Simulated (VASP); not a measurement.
Wanted: the native input for a VASP 6.6.1 run.

- Task: single point
- Functional: r2SCAN
- Potentials or basis: VASP PAW PBE potentials, release 64 (Cu)
- Cutoff: 520 eV
- k mesh: 17 × 17 × 17
- Occupations: fermi-dirac, width 0.1 eV
- Spin: no spin polarisation
- Dipole correction: no
- Further INCAR settings: ALGO = Normal; EDIFF = 1e-06; NBANDS = 12

Crystal: Cu.

```
Cu
1.0
    -1.36166    1.36166    1.36166
     1.36166   -1.36166    1.36166
     1.36166    1.36166   -1.36166
Cu
1
Direct
  0.00000 0.00000 0.00000
```

This cell differs from its parent crystal: volume scaled by 0.88.

These files were run (other wordings do the same):

POSCAR

```
Cu
1.0
   -1.3616582217      1.3616582217      1.3616582217
    1.3616582217     -1.3616582217      1.3616582217
    1.3616582217      1.3616582217     -1.3616582217
Cu
1
Direct
    0.0000000000      0.0000000000      0.0000000000
```

INCAR.step1

```
SYSTEM = Cu
  PREC = Accurate
  ENCUT = 520
  ISMEAR = -1
  SIGMA = 0.1
  LREAL = .FALSE.
  LASPH = .TRUE.
  NELM = 100
  NBANDS = 12
  GGA = PE
  ALGO = Normal
  EDIFF = 1E-4
  LWAVE = .TRUE.
  LCHARG = .FALSE.
```

INCAR.step2

```
SYSTEM = Cu
  PREC = Accurate
  ENCUT = 520
  EDIFF = 1E-6
  ISMEAR = -1
  SIGMA = 0.1
  LREAL = .FALSE.
  LASPH = .TRUE.
  NELM = 100
  ALGO = Normal
  ISIF = 2
  LWAVE = .FALSE.
  LCHARG = .TRUE.
  METAGGA = R2SCAN
  LMIXTAU = .TRUE.
  LELF = .TRUE.
  LVHAR = .TRUE.
  NBANDS = 12
  ISTART = 1
```

KPOINTS

```
Automatic mesh
0
G
  17 17 17
  0 0 0
```

Potentials or basis: VASP PAW PBE potentials, release 64 (Cu).

Command:

```console
$ cat potpaw_PBE.64/Cu/POTCAR > POTCAR
$ cp INCAR.step1 INCAR
$ mpirun -np 1 vasp_std > vasp.out
$ cp INCAR.step2 INCAR
$ mpirun -np 1 vasp_std > vasp.out
```

Results of the run:

* Pressure: 29.2 GPa

Caveat: the PAW data sets were made with another functional, which shifts forces and pressure a little.

Run time: 42 s on 1 thread of Intel(R) Xeon(R) Platinum 8488C (Sapphire Rapids), on a shared host, peak memory 0.13 GiB.
